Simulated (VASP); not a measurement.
**SnO2: single point with LDA**

SnO2:

```
Sn O
1.0
     4.73735    0.00000    0.00000
     0.00000    4.73735    0.00000
     0.00000    0.00000    3.21826
Sn O
2 4
Direct
  0.00000 0.00000 0.00000
  0.50000 0.50000 0.50000
  0.30562 0.30562 0.00000
  0.19438 0.80562 0.50000
  0.69438 0.69438 0.00000
  0.80562 0.19438 0.50000
```

This cell differs from its parent crystal: zz strain of +1 %.

```yaml
Program: VASP 6.6.1
Task: single point
Functional: LDA
Potentials_or_basis: VASP PAW LDA potentials, release 64 (Sn_d, O)
Cutoff: 520 eV
k_mesh: 4 × 4 × 6
Occupations: fermi-dirac, width 0.03 eV
Spin: no spin polarisation
```

* Pressure: -2.4 GPa
* Largest force: 0.116 eV/Å
* Band gap on the k mesh: 0.99 eV

Forces on the atoms (eV/Å):
```
Sn   0.000  0.000  0.000
Sn   0.000  0.000  0.000
O    0.082  0.082  0.000
O   -0.082  0.082  0.000
O   -0.082 -0.082  0.000
O    0.082 -0.082  0.000
```

Stress tensor (GPa, compression positive):
```
-1.83  0.00  0.00
 0.00 -1.83  0.00
 0.00  0.00 -3.64
```

Levels at points of the mesh, in eV from the valence-band top:
| k point | band 22 | band 23 | band 24 | band 25 | band 26 | band 27 | band 28 | band 29 | band 30 | band 31 |
| --- | --- | --- | --- | --- | --- | --- | --- | --- | --- | --- |
| (0.00, 0.00, 0.00) | -1.30 | -1.30 | -0.79 | -0.79 | 0.00 | 0.99 | 5.79 | 5.95 | 5.95 | 10.01 |
| (0.50, 0.00, 0.00) | -2.02 | -1.26 | -1.26 | -0.64 | -0.64 | 4.19 | 4.19 | 6.71 | 6.71 | 10.71 |
| (0.50, 0.50, 0.00) | -2.06 | -1.39 | -1.39 | -0.89 | -0.89 | 4.57 | 4.57 | 7.19 | 7.19 | 10.73 |
| (0.00, 0.00, 0.50) | -2.71 | -1.70 | -1.70 | -1.26 | -1.26 | 5.88 | 5.88 | 9.44 | 9.44 | 10.22 |
| (0.50, 0.00, 0.50) | -1.78 | -1.11 | -1.11 | -0.72 | -0.72 | 6.16 | 6.16 | 7.80 | 7.80 | 10.57 |
| (0.50, 0.50, 0.50) | -2.40 | -0.96 | -0.96 | -0.82 | -0.82 | 4.55 | 4.55 | 8.59 | 8.59 | 10.58 |

It took 65 s on 1 thread of Intel Xeon 8259CL, with other jobs on the host, peak memory 0.18 GiB.

Caveat: the cell differs from its parent crystal (zz strain of +1 %); spin-orbit coupling is left out, which moves the levels of the heavy elements.
